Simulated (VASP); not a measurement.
# KTaO3 (Pm-3m) in VASP: further runs, part 2 of 2

VASP 6.6.1. The steps go on from the part before.

### 3 Single point, PBE (volume scaled by 1.020)

The input, INCAR:

```
SYSTEM = KTaO3
PREC = Accurate
ENCUT = 520
EDIFF = 1E-6
ISMEAR = 0
SIGMA = 0.05
LREAL = .FALSE.
LASPH = .TRUE.
NELM = 80
ALGO = Normal
ISIF = 2
LWAVE = .FALSE.
LCHARG = .FALSE.
GGA = PE
NBANDS = 27
```

The input, KPOINTS:

```
regular mesh
0
G
  8 8 8
  0 0 0
```

The input, POSCAR:

```
KTaO3
1.0
    4.0510555426      0.0000000000      0.0000000000
    0.0000000000      4.0510555426      0.0000000000
    0.0000000000      0.0000000000      4.0510555426
K Ta O
1 1 3
Direct
    0.0000000000      0.0000000000      0.0000000000
    0.5000000000      0.5000000000      0.5000000000
    0.0000000000      0.5000000000      0.5000000000
    0.5000000000      0.5000000000      0.0000000000
    0.5000000000      0.0000000000      0.5000000000
```

Potentials or basis: VASP PAW PBE potentials, release 64 (K_sv, Ta_pv, O).

Launch:

```
$ cat potpaw_PBE.64/K_sv/POTCAR potpaw_PBE.64/Ta_pv/POTCAR potpaw_PBE.64/O/POTCAR > POTCAR
$ mpirun -np 1 vasp_std > vasp.out
```

OUTCAR:

```text
SYSTEM = KTaO3
   PREC = Accurate
   ENCUT = 520
   EDIFF = 1E-6
   ISMEAR = 0
   LREAL = .FALSE.
   LASPH = .TRUE.
   NELM = 80
   ISIF = 2
   GGA = PE

 ion  position               nearest neighbor table
   1  0.000  0.000  0.000-   3 2.86   4 2.86   5 2.86   3 2.86   5 2.86   3 2.86   4 2.86   3 2.86
                             4 2.86   5 2.86   5 2.86   4 2.86   2 3.51   2 3.51   2 3.51   2 3.51
   2  0.500  0.500  0.500-   3 2.03   4 2.03   5 2.03   4 2.03   5 2.03   3 2.03   1 3.51   1 3.51
                             1 3.51   1 3.51   1 3.51   1 3.51   1 3.51   1 3.51
   3  0.000  0.500  0.500-   2 2.03   2 2.03   1 2.86   1 2.86   1 2.86   1 2.86
   4  0.500  0.500  0.000-   2 2.03   2 2.03   1 2.86   1 2.86   1 2.86   1 2.86
   5  0.500  0.000  0.500-   2 2.03   2 2.03   1 2.86   1 2.86   1 2.86   1 2.86

  LATTYP: Found a simple cubic cell.
 ALAT       =     4.0510555426

  Lattice vectors:

 A1 = (   4.0510555426,   0.0000000000,   0.0000000000)
 A2 = (   0.0000000000,   4.0510555426,   0.0000000000)
 A3 = (   0.0000000000,   0.0000000000,   4.0510555426)

Analysis of symmetry for initial positions (statically):
[... 174 lines left out ...]
  ---------------------------------------------------
  free energy    TOTEN  =       -41.05881037 eV

  energy without entropy =      -41.05881037  energy(sigma->0) =      -41.05881037

 E-fermi :   1.8137     XC(G=0): -10.6319

 val. band max:        1.4875225902   @ k =   0.5000   0.5000   0.5000
 cond. band min:       3.5583338774   @ k =   0.0000   0.0000   0.0000
 fundamental gap:      2.0708112872
 Fermi energy:         1.8137003594

 k-point     1 :       0.0000    0.0000    0.0000
  band No.  band energies     occupation
      1     -32.8476      2.00000
      2     -32.8476      2.00000
      3     -32.8476      2.00000
      4     -25.8778      2.00000
      5     -15.8948      2.00000
      6     -15.2049      2.00000
[... 709 lines left out ...]
     26      12.0198      0.00000
     27      12.0538      0.00000

 [... further k-points ...]
[... 5 lines left out ...]
  --------------------------------------------------------------------------------------
  -------------------------------------------------------------------------------------
  Total       -1.2611812     -1.2611812     -1.2611812     -0.0000000     -0.0000000     -0.0000000
  in kB      -30.3936939    -30.3936939    -30.3936939     -0.0000000     -0.0000000     -0.0000000
  external PRESSURE =     -30.3936939 kB  Pullay stress =       0.0000000 kB

 VOLUME and BASIS-vectors are now :
 -----------------------------------------------------------------------------
  energy-cutoff  :      520.00
  volume of cell :       66.48
      direct lattice vectors                 reciprocal lattice vectors
     4.051055543  0.000000000  0.000000000     0.246849244  0.000000000  0.000000000
     0.000000000  4.051055543  0.000000000     0.000000000  0.246849244  0.000000000
     0.000000000  0.000000000  4.051055543     0.000000000  0.000000000  0.246849244

 POSITION                                       TOTAL-FORCE (eV/Angst)
 -----------------------------------------------------------------------------------
      0.00000      0.00000      0.00000         0.000000      0.000000      0.000000
      2.02553      2.02553      2.02553         0.000000      0.000000      0.000000
      0.00000      2.02553      2.02553         0.000000      0.000000      0.000000
      2.02553      2.02553      0.00000         0.000000      0.000000      0.000000
      2.02553      0.00000      2.02553         0.000000      0.000000      0.000000
 -----------------------------------------------------------------------------------
    total drift:                                0.000000      0.000000     -0.000000

  FREE ENERGIE OF THE ION-ELECTRON SYSTEM (eV)
  ---------------------------------------------------
  free  energy   TOTEN  =       -41.0588103743 eV

  energy  without entropy=      -41.0588103743  energy(sigma->0) =      -41.05881037
```

OSZICAR:

```text
N       E                     dE             d eps       ncg     rms          rms(c)
DAV:   1     0.322155306238E+03    0.32216E+03   -0.21175E+04  1890   0.143E+03
DAV:   2    -0.311913410219E+02   -0.35335E+03   -0.34324E+03  2247   0.399E+02
DAV:   3    -0.493246585182E+02   -0.18133E+02   -0.18048E+02  2432   0.877E+01
DAV:   4    -0.498145260203E+02   -0.48987E+00   -0.48925E+00  3209   0.118E+01
DAV:   5    -0.498170107201E+02   -0.24847E-02   -0.24844E-02  2335   0.876E-01    0.311E+01
DAV:   6    -0.413415003647E+02    0.84755E+01   -0.35740E+01  2260   0.391E+01    0.117E+01
DAV:   7    -0.411349520127E+02    0.20655E+00   -0.20136E+00  2423   0.884E+00    0.856E+00
DAV:   8    -0.410925700377E+02    0.42382E-01   -0.51950E-01  2216   0.593E+00    0.336E+00
DAV:   9    -0.410615195102E+02    0.31051E-01   -0.49789E-02  2373   0.177E+00    0.604E-01
DAV:  10    -0.410589514062E+02    0.25681E-02   -0.19416E-02  2499   0.855E-01    0.157E-01
DAV:  11    -0.410587910484E+02    0.16036E-03   -0.18900E-03  2488   0.275E-01    0.374E-02
DAV:  12    -0.410587987320E+02   -0.76836E-05   -0.92189E-05  2351   0.784E-02    0.192E-02
DAV:  13    -0.410588100797E+02   -0.11348E-04   -0.30407E-05  2468   0.336E-02    0.326E-03
DAV:  14    -0.410588103743E+02   -0.29456E-06   -0.59950E-07  1763   0.599E-03
   1 F= -.41058810E+02 E0= -.41058810E+02  d E =-.821616E-22
```

stdout:

```text
POSCAR found type information on POSCAR K TaO
 POSCAR found :  3 types and       5 ions
 scaLAPACK will be used
 LDA part: xc-table for (Slater+PW92), standard interpolation
 POSCAR, INCAR and KPOINTS ok, starting setup
 FFT: planning ... GRIDC
 FFT: planning ... GRID_SOFT
 FFT: planning ... GRID
 WAVECAR not read
 entering main loop
```

It took 65 s on 1 thread of AMD EPYC 7R13, shared host; peak memory 0.18 GiB.

Results:

| Property | Result |
| --- | --- |
| Free energy | -41.0588 eV |
| Pressure | -3.0 GPa |
| Band gap on the k mesh | 2.07 eV, indirect (least direct gap 2.71 eV) |

Levels at points of the mesh, in eV from the valence-band top:
| k point | band 16 | band 17 | band 18 | band 19 | band 20 | band 21 | band 22 | band 23 |
| --- | --- | --- | --- | --- | --- | --- | --- | --- |
| (0.00, 0.00, 0.00) | -0.99 | -0.64 | -0.64 | -0.64 | 2.07 | 2.07 | 2.07 | 6.23 |
| (0.50, 0.00, 0.00) | -2.04 | -1.40 | -0.84 | -0.84 | 2.21 | 4.71 | 4.71 | 6.27 |
| (0.50, 0.50, 0.00) | -1.73 | -1.37 | -1.37 | -0.04 | 4.75 | 4.75 | 5.95 | 7.07 |
| (0.50, 0.50, 0.50) | -3.75 | 0.00 | 0.00 | 0.00 | 6.06 | 6.06 | 6.06 | 8.78 |

Caveat: spin-orbit coupling is left out, which moves the levels of the heavy elements. A k mesh can miss the band edges.

### 4 Single point, PBE (volume scaled by 1.040)

The input, INCAR:

```
PREC = Accurate
ENCUT = 520
EDIFF = 1E-6
ISMEAR = 0
SIGMA = 0.05
LREAL = False
LASPH = True
NELM = 60
ALGO = Normal
ISIF = 2
LWAVE = False
LCHARG = False
GGA = PE
NBANDS = 27
```

The input, KPOINTS:

```
Automatic mesh
0
Gamma
  8 8 8
```

POSCAR, as its differences from that of step 3:

```diff
@@ -2,5 +2,5 @@
 1.0
-    4.0510555426      0.0000000000      0.0000000000
-    0.0000000000      4.0510555426      0.0000000000
-    0.0000000000      0.0000000000      4.0510555426
+    4.0773618352      0.0000000000      0.0000000000
+    0.0000000000      4.0773618352      0.0000000000
+    0.0000000000      0.0000000000      4.0773618352
 K Ta O
```

Launch:

```
$ cat potpaw_PBE.64/K_sv/POTCAR potpaw_PBE.64/Ta_pv/POTCAR potpaw_PBE.64/O/POTCAR > POTCAR
$ mpirun -np 1 vasp_std > vasp.out
```

Wall time 67 s (1 thread of AMD EPYC 7R13, shared host); peak memory 0.18 GiB.

Results (log left out):

| Quantity | Value |
| --- | --- |
| Free energy | -41.0220 eV |
| Pressure | -6.3 GPa |
| Band gap on the k mesh | 2.03 eV, indirect (least direct gap 2.67 eV) |

Levels at points of the mesh, in eV from the valence-band top:
| k point | band 15 | band 16 | band 17 | band 18 | band 19 | band 20 | band 21 | band 22 | band 23 | band 24 |
| --- | --- | --- | --- | --- | --- | --- | --- | --- | --- | --- |
| (0.00, 0.00, 0.00) | -0.96 | -0.96 | -0.64 | -0.64 | -0.64 | 2.03 | 2.03 | 2.03 | 6.02 | 6.02 |
| (0.50, 0.00, 0.00) | -2.30 | -2.00 | -1.36 | -0.84 | -0.84 | 2.16 | 4.59 | 4.59 | 6.05 | 7.59 |
| (0.50, 0.50, 0.00) | -2.60 | -1.76 | -1.35 | -1.35 | -0.03 | 4.62 | 4.62 | 5.79 | 6.83 | 9.82 |
| (0.50, 0.50, 0.50) | -3.69 | -3.69 | 0.00 | 0.00 | 0.00 | 5.89 | 5.89 | 5.89 | 8.72 | 8.72 |

Caveat: spin-orbit coupling is left out, which moves the levels of the heavy elements. A k mesh can miss the band edges.

### 5 Single point, PBE (volume scaled by 1.070)

The input, INCAR:

```
SYSTEM = KTaO3
PREC = Accurate
ENCUT = 520
EDIFF = 1E-7
ISMEAR = 0
SIGMA = 0.05
LREAL = .False.
LASPH = .True.
NELM = 100
ALGO = Normal
ISIF = 2
LWAVE = .False.
LCHARG = .False.
GGA = PE
NBANDS = 27
```

The input, KPOINTS:

```
Automatic mesh
0
Gamma
  8 8 8
  0 0 0
```

POSCAR, as its differences from that of step 4:

```diff
@@ -2,5 +2,5 @@
 1.0
-    4.0773618352      0.0000000000      0.0000000000
-    0.0000000000      4.0773618352      0.0000000000
-    0.0000000000      0.0000000000      4.0773618352
+    4.1161961899      0.0000000000      0.0000000000
+    0.0000000000      4.1161961899      0.0000000000
+    0.0000000000      0.0000000000      4.1161961899
 K Ta O
```

Potentials or basis: VASP PAW PBE potentials, release 64 (K_sv, Ta_pv, O).

Launch:

```
$ cat potpaw_PBE.64/K_sv/POTCAR potpaw_PBE.64/Ta_pv/POTCAR potpaw_PBE.64/O/POTCAR > POTCAR
$ mpirun -np 1 vasp_std > vasp.out
```

OUTCAR:

```text
SYSTEM = KTaO3
   PREC = Accurate
   ENCUT = 520
   EDIFF = 1E-7
   ISMEAR = 0
   LREAL = .False.
   LASPH = .True.
   NELM = 100
   ISIF = 2
   GGA = PE

 ion  position               nearest neighbor table
   1  0.000  0.000  0.000-   2 3.56   2 3.56   2 3.56   2 3.56   2 3.56   2 3.56   2 3.56   2 3.56

   2  0.500  0.500  0.500-   3 2.06   4 2.06   5 2.06   4 2.06   5 2.06   3 2.06   1 3.56   1 3.56
                             1 3.56   1 3.56   1 3.56   1 3.56   1 3.56   1 3.56
   3  0.000  0.500  0.500-   2 2.06   2 2.06
   4  0.500  0.500  0.000-   2 2.06   2 2.06
[... 926 lines left out ...]
  -------------------------------------------------------------------------------------
  Total       -4.5867492     -4.5867492     -4.5867492      0.0000000     -0.0000000      0.0000000
  in kB     -105.3725237   -105.3725237   -105.3725237      0.0000000     -0.0000000      0.0000000
  external PRESSURE =    -105.3725237 kB  Pullay stress =       0.0000000 kB

 VOLUME and BASIS-vectors are now :
 -----------------------------------------------------------------------------
  energy-cutoff  :      520.00
  volume of cell :       69.74
      direct lattice vectors                 reciprocal lattice vectors
     4.116196190  0.000000000  0.000000000     0.242942745  0.000000000  0.000000000
     0.000000000  4.116196190  0.000000000     0.000000000  0.242942745  0.000000000
     0.000000000  0.000000000  4.116196190     0.000000000  0.000000000  0.242942745

 POSITION                                       TOTAL-FORCE (eV/Angst)
 -----------------------------------------------------------------------------------
      0.00000      0.00000      0.00000         0.000000      0.000000      0.000000
      2.05810      2.05810      2.05810         0.000000      0.000000      0.000000
      0.00000      2.05810      2.05810         0.000000      0.000000      0.000000
      2.05810      2.05810      0.00000         0.000000      0.000000      0.000000
      2.05810      0.00000      2.05810         0.000000      0.000000      0.000000
 -----------------------------------------------------------------------------------
    total drift:                                0.000000     -0.000000     -0.000000

  FREE ENERGIE OF THE ION-ELECTRON SYSTEM (eV)
  ---------------------------------------------------
  free  energy   TOTEN  =       -40.9207745280 eV

  energy  without entropy=      -40.9207745280  energy(sigma->0) =      -40.92077453
```

stdout:

```text
POSCAR found type information on POSCAR K TaO
 POSCAR found :  3 types and       5 ions
 scaLAPACK will be used
 LDA part: xc-table for (Slater+PW92), standard interpolation
 POSCAR, INCAR and KPOINTS ok, starting setup
 FFT: planning ... GRIDC
 FFT: planning ... GRID_SOFT
 FFT: planning ... GRID
 WAVECAR not read
 entering main loop
```

It took 86 s on 1 thread of AMD EPYC 7R13, shared host; peak memory 0.18 GiB.

What came out:

```
Free energy            : -40.9208 eV
Pressure               : -10.5 GPa
Band gap on the k mesh : 1.96 eV, indirect (least direct gap 2.60 eV)
```

Levels at points of the mesh, in eV from the valence-band top:
```tsv
k point	band 16	band 17	band 18	band 19	band 20	band 21	band 22	band 23
(0.00, 0.00, 0.00)	-0.92	-0.64	-0.64	-0.64	1.96	1.96	1.96	5.72
(0.50, 0.00, 0.00)	-1.94	-1.29	-0.83	-0.83	2.08	4.41	4.41	5.75
(0.50, 0.50, 0.00)	-1.80	-1.32	-1.32	-0.03	4.44	4.44	5.56	6.49
(0.50, 0.50, 0.50)	-3.60	0.00	0.00	0.00	5.65	5.65	5.65	8.64
```

Caveat: spin-orbit coupling is left out, which moves the levels of the heavy elements. A k mesh can miss the band edges.

### 6 Single point, PBE (volume scaled by 1.100)

The input, INCAR:

```
PREC = Accurate ; ENCUT = 520
EDIFF = 1E-7 ; ISMEAR = 0
SIGMA = 0.05 ; LREAL = F
LASPH = T ; NELM = 80
ALGO = Normal ; ISIF = 2
LWAVE = F ; LCHARG = F
GGA = PE ; NBANDS = 27
```

The input, KPOINTS:

```
regular mesh
0
Gamma
  8 8 8
```

POSCAR, as its differences from that of step 5:

```diff
@@ -2,5 +2,5 @@
 1.0
-    4.1161961899      0.0000000000      0.0000000000
-    0.0000000000      4.1161961899      0.0000000000
-    0.0000000000      0.0000000000      4.1161961899
+    4.1543112862      0.0000000000      0.0000000000
+    0.0000000000      4.1543112862      0.0000000000
+    0.0000000000      0.0000000000      4.1543112862
 K Ta O
```

Potentials or basis: VASP PAW PBE potentials, release 64 (K_sv, Ta_pv, O).

Launch:

```
$ cat potpaw_PBE.64/K_sv/POTCAR potpaw_PBE.64/Ta_pv/POTCAR potpaw_PBE.64/O/POTCAR > POTCAR
$ mpirun -np 1 vasp_std > vasp.out
```

Run time: 1.7 min. Hardware: 1 thread of AMD EPYC 7R13, shared host; peak memory 0.19 GiB.

The run converged. Its results:

| Property | Result |
| --- | --- |
| Free energy | -40.7717 eV |
| Pressure | -14.1 GPa |
| Band gap on the k mesh | 1.89 eV, indirect (least direct gap 2.53 eV) |

Levels at points of the mesh, in eV from the valence-band top:
| k point | band 15 | band 16 | band 17 | band 18 | band 19 | band 20 | band 21 | band 22 | band 23 | band 24 |
| --- | --- | --- | --- | --- | --- | --- | --- | --- | --- | --- |
| (0.00, 0.00, 0.00) | -0.88 | -0.88 | -0.64 | -0.64 | -0.64 | 1.89 | 1.89 | 1.89 | 5.43 | 5.43 |
| (0.50, 0.00, 0.00) | -2.24 | -1.89 | -1.24 | -0.81 | -0.81 | 2.00 | 4.24 | 4.24 | 5.46 | 6.88 |
| (0.50, 0.50, 0.00) | -2.42 | -1.83 | -1.28 | -1.28 | -0.03 | 4.26 | 4.26 | 5.34 | 6.17 | 9.59 |
| (0.50, 0.50, 0.50) | -3.51 | -3.51 | 0.00 | 0.00 | 0.00 | 5.42 | 5.42 | 5.42 | 8.55 | 8.55 |

Caveat: spin-orbit coupling is left out, which moves the levels of the heavy elements. A k mesh can miss the band edges.

### 7 Summary

| level | potentials or basis | cell | gap on the mesh (eV) | pressure (GPa) |
| --- | --- | --- | --- | --- |
| LDA | VASP PAW LDA potentials, release 64 (K_sv, Ta_pv, O) | a = 4.024 Å, 5 atoms | 1.97 | -9.5 |
| PBE | VASP PAW PBE potentials, release 64 (K_sv, Ta_pv, O) | a = 4.051 Å, 5 atoms | 2.07 | -3.0 |
| PBE | VASP PAW PBE potentials, release 64 (K_sv, Ta_pv, O) | a = 4.077 Å, 5 atoms | 2.03 | -6.3 |
| PBE | VASP PAW PBE potentials, release 64 (K_sv, Ta_pv, O) | a = 4.116 Å, 5 atoms | 1.96 | -10.5 |
| PBE | VASP PAW PBE potentials, release 64 (K_sv, Ta_pv, O) | a = 4.154 Å, 5 atoms | 1.89 | -14.1 |

Alike in all rows: task single point; no spin polarisation; k mesh 8 × 8 × 8; cutoff (eV) 520; smearing gaussian 0.05 eV.

Caveats: spin-orbit coupling is left out, which moves the levels of the heavy elements.

Absolute energies hang on the potentials; compare differences alone.
